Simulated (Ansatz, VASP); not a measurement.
## NaP2: VASP beside Ansatz

```
Na P
1.0
     4.65311   -1.65591   -0.05087
     4.65311    1.65591   -0.05087
    -0.48268    0.00000    4.12204
Na P
1 2
Direct
  0.00000 0.00000 0.50000
  0.70569 0.70569 0.12501
  0.29431 0.29431 0.87499
```

Change from the starting cell: the structure that the rattled cell fell into.

Alike in both runs: functional PBE; k mesh 14 × 14 × 12; occupations gaussian, width 0.1 eV; no spin polarisation.

Ansatz relaxed the structure, and its values are those at the end. VASP's run is a single point on that final structure, the one shown.

```csv
,VASP,Ansatz
version,VASP 6.6.1,Ansatz 0.2.0
potentials or method,"VASP PAW PBE potentials, release 64 (Na_pv, P), cutoff 520 eV","scalar-relativistic, plane waves, PAW"
valence electrons in the cell,17,19
```

VASP gave:

| Property | Result |
| --- | --- |
| gap on the k mesh at the Fermi level (eV) | none |
| pressure (GPa) | -0.2 |
| rms of the force components (eV/Å) | 0.033 |

What did Ansatz give for the same quantities?

gap on the k mesh at the Fermi level (eV): none; pressure (GPa): 0.0; rms of the force components (eV/Å): 0.002.

A gap of «none» marks a metal or a gap that the smearing closes. With one functional, cell and mesh, what is left measures potentials, basis and numerics. VASP's potentials hold 17 valence electrons a cell and Ansatz's 19, so a difference there can come from the potentials and not from the codes.
